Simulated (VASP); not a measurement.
Runs of VASP 6.6.1 on Ti. The structure is that of space group Fm-3m (No. 225), or close to it. The cells are those of the table. This isn't the form of Ti at room conditions, which is hcp.

| task | cell | gap on the mesh (eV) | pressure (GPa) |
| --- | --- | --- | --- |
| single point | a = 2.870 Å, angles 60.0°, 1 atom | none | -0.3 |
| single point | a = 2.767 Å, angles 60.0°, 1 atom | none | (a) |
| single point | a = 2.693 Å, angles 60.0°, 1 atom | none | 29.2 |
| relaxation of cell and atoms | relaxed to 45 GPa from a = 2.920 Å, angles 60.0°, 1 atom | none | 45.0 |
| relaxation of cell and atoms | relaxed to 15 GPa from a = 2.920 Å, angles 60.0°, 1 atom | none | 14.9 |
| single point | a = 2.633 Å, angles 60.0°, 1 atom | none | 44.1 |
| relaxation of cell and atoms | relaxed from a = 2.920 Å, angles 60.0°, 1 atom | none | 0.0 |
| relaxation of cell and atoms | relaxed to 30 GPa from a = 2.920 Å, angles 60.0°, 1 atom | none | 30.1 |

Alike in all rows: level PBEsol; potentials or basis VASP PAW PBE potentials, release 64 (Ti_sv); no spin polarisation; k mesh 10 × 10 × 10; cutoff (eV) 500; smearing fermi-dirac 0.1 eV.

Question: Fill in the values left out.

Answer: (a) 14.4.

Caveats: the PAW data sets were made with another functional, which shifts forces and pressure a little; the cell stands under pressure (at least some runs); the cell is relaxed towards a set pressure, so the run minimises the enthalpy, not the energy (at least some runs).

A gap of «none» marks levels without a gap at the run's occupations.
